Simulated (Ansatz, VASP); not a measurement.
One calculation of SiSe, two programs

```xyz
2
Lattice="3.5952 0.0000 0.0000 -1.7976 3.1135 0.0000 0.0000 0.0000 3.5987" Properties=species:S:1:pos:R:3 pbc="T T T"
Si    1.7976    1.0378    1.7994
Se    0.0000    0.0000    0.0000
```

Alike in both runs: task relaxation of cell and atoms; functional r2SCAN; dispersion D3(BJ); k mesh 9 × 9 × 7; occupations fermi-dirac, width 0.05 eV; no spin polarisation.

|  | VASP | Ansatz |
| --- | --- | --- |
| version | VASP 6.6.1 | Ansatz 0.2.0 |
| potentials or method | VASP PAW PBE potentials, release 64 (Si, Se) | Ansatz PAW |
| plane-wave cutoff (eV) | 600 | 500 |
| valence electrons in the cell | 10 | 20 |

Ansatz gave:

```
gap on the k mesh at the Fermi level, each at its own relaxed structure (eV) : none
relaxed volume (Å³/atom)                                                     : 19.68
relaxed cell length with the largest relative difference (Å)                 : 3.591
```

Task: What did VASP give for the same quantities?

Result: gap on the k mesh at the Fermi level, each at its own relaxed structure (eV): none; relaxed volume (Å³/atom): 19.67; relaxed cell length with the largest relative difference (Å): 3.590.

VASP's potentials were made for PBE, not for r2SCAN. A gap of «none» marks a metal or a gap that the smearing closes. VASP's potentials hold 10 valence electrons a cell and Ansatz's 20, so a difference there can come from the potentials and not from the codes.

Noted on Ansatz's run: the plane-wave basis is chosen anew once the cell has moved, so the energies of steps on either side of that aren't comparable.
